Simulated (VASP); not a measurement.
Ca, 1 atom in the cell. It takes space group Pm-3m (No. 221, cubic). The conventional cell has a = 3.615 Å, b = 3.615 Å, c = 3.615 Å, α = 90.00°, β = 90.00°, γ = 90.00°. Within 4.7 Å of Ca (site symmetry m-3m) lie 6 Ca at 3.61 Å. This isn't the form of Ca at room conditions, which is fcc. This cell differs from its parent crystal: strained.

* Program: VASP 6.6.1
* Task: single point
* Functional: PBEsol
* Potentials or basis: VASP PAW PBE potentials, release 64 (Ca_sv)
* Cutoff: 520 eV
* k mesh: 12 × 12 × 12
* Occupations: gaussian, width 0.1 eV
* Spin: no spin polarisation
* Dipole correction: no
* Further INCAR settings: ALGO = Normal; EDIFF = 1e-07; NBANDS = 11

Potentials or basis: VASP PAW PBE potentials, release 64 (Ca_sv).

Launch:

```bash
$ cat potpaw_PBE.64/Ca_sv/POTCAR > POTCAR
$ mpirun -np 1 vasp_std > vasp.out
```

Hardware: 1 thread of Intel Xeon 8259CL, on a shared host.

How long does it take, and how much memory?

It took 36 s on 1 thread of Intel Xeon 8259CL, with other jobs on the host, peak memory 0.18 GiB. Counts: scf iterations 11, k points 84.
